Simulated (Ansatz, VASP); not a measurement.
**Two plane-wave programs on Zr**

INCAR

```
SYSTEM = Zr
PREC     = Accurate       ! precision mode
ENCUT    = 520            ! plane-wave cutoff, eV
EDIFF    = 1E-7           ! SCF threshold, eV
ISMEAR   = -1             ! smearing method
SIGMA    = 0.08           ! smearing width, eV
LREAL    = .False.        ! projectors in reciprocal space
LASPH    = .True.         ! aspherical terms in the spheres
NELM     = 80             ! most SCF steps
ALGO     = Normal         ! electronic algorithm
ISIF     = 2              ! what is computed and relaxed
LWAVE    = .False.        ! write WAVECAR
LCHARG   = .False.        ! write CHGCAR
GGA      = CA             ! functional
NBANDS   = 19             ! bands
```

KPOINTS

```
regular mesh
0
Gamma
  12 12 12
  0 0 0
```

The input POSCAR:

```
Zr
1.0
    0.0000000000      2.7846361886      2.7846361886
    2.7846361886      0.0000000000      2.7846361886
    2.7846361886      2.7846361886      0.0000000000
Zr
2
Direct
   -0.1250000000     -0.1250000000     -0.1250000000
    0.1250000000      0.1250000000      0.1250000000
```

Input for Ansatz:

```yaml
crystal:
  lattice:
    - [0.0, 2.7846361886, 2.7846361886]
    - [2.7846361886, 0.0, 2.7846361886]
    - [2.7846361886, 2.7846361886, 0.0]
  atoms:
    - { symbol: Zr, position: [-0.125, -0.125, -0.125] }
    - { symbol: Zr, position: [0.125, 0.125, 0.125] }
kpoints:
  mp_grid: { grid: [12, 12, 12] }
scf:
  occupations: { method: fermi_dirac, width: 0.08 }
hamiltonian:
  xc: lda
  pseudopotentials: { kind: paw }
output:
  forces: true
  stress: true
  eigenvalues: true
  populations: true
  write_density: true
  write_potential: true
  elf: true
  volumetric_format: npy
```

Change from the starting cell: volume scaled by 0.78, PAW files.

Alike in both runs: task single point; functional LDA; k mesh 12 × 12 × 12; occupations fermi-dirac, width 0.08 eV; no spin polarisation.

```csv
,VASP,Ansatz
version,VASP 6.6.1,Ansatz 0.2.0
potentials or method,"VASP PAW LDA potentials, release 64 (Zr_sv)","PAW with Ansatz's default frozen-core files, scalar-relativistic"
plane-wave cutoff (eV),520,420
valence electrons in the cell,24,24
```

|  | VASP | Ansatz | Ansatz less VASP |
| --- | --- | --- | --- |
| pressure (GPa) | 17.1 | 16.6 | -0.51 |

LDA's correlation is that of Perdew and Zunger in VASP and of Perdew and Wang (1992) in Ansatz.
